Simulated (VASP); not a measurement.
Set up this calculation in VASP 6.6.1, as the native input.

* Task: relaxation of cell and atoms
* Functional: PBE
* Potentials or basis: VASP PAW PBE potentials, release 64 (Rb_sv, As)
* Cutoff: 600 eV
* k mesh: 4 × 4 × 4
* Occupations: gaussian, width 0.1 eV
* Spin: no spin polarisation
* Dipole correction: no
* Further INCAR settings: ALGO = Fast; EDIFF = 1e-06; IBRION = 2; EDIFFG = -0.04; NSW = 90; ISIF = 3

The structure of Rb4As lies in POSCAR:

```
Rb4As
1.0
    5.7576024300      0.0000000000      0.0000000000
    0.0000000000      5.7576024300      0.0000000000
    0.0000000000      0.0000000000      5.7576024300
Rb As
4 1
Direct
    0.5000000000      0.0000000000      0.0000000000
    0.0000000000      0.5000000000      0.0000000000
    0.0000000000      0.0000000000      0.5000000000
    0.5000000000      0.5000000000      0.5000000000
    0.0000000000      0.0000000000      0.0000000000
```

These files were run (other wordings do the same):

INCAR

```
SYSTEM = Rb4As
ALGO = Fast ; EDIFF = 1E-6
EDIFFG = -0.04 ; ENCUT = 600
GGA = PE ; IBRION = 2
ISIF = 3 ; ISMEAR = 0
LASPH = .TRUE. ; LCHARG = .FALSE.
LREAL = .FALSE. ; LWAVE = .FALSE.
NELM = 60 ; NSW = 90
PREC = Accurate ; SIGMA = 0.1
```

KPOINTS

```
k-points
0
G
  4 4 4
  0 0 0
```

Potentials or basis: VASP PAW PBE potentials, release 64 (Rb_sv, As).

Launch:

```sh
$ cat potpaw_PBE.64/Rb_sv/POTCAR potpaw_PBE.64/As/POTCAR > POTCAR
$ mpirun -np 1 vasp_std > vasp.out
```

It gave:

```json
{"Relaxed volume": "68.91 Å³/atom", "Relaxed cell": "a = 7.011 Å, b = 7.011 Å, c = 7.011 Å, α = 90.00°, β = 90.00°, γ = 90.00°", "Space group after relaxing (to 0.05 Å)": "Pm-3m (No. 221)", "Energy gained by relaxing": "657.7 meV/atom", "Ionic steps": "5", "Pressure after relaxing": "-0.1 GPa"}
```

Caveat: the volume moved by over 15 % at a fixed basis, so the end points are rough.

It took 15 min on 1 thread of Oxide Virtual Turin-like Processor, with other jobs on the host, peak memory 0.32 GiB.
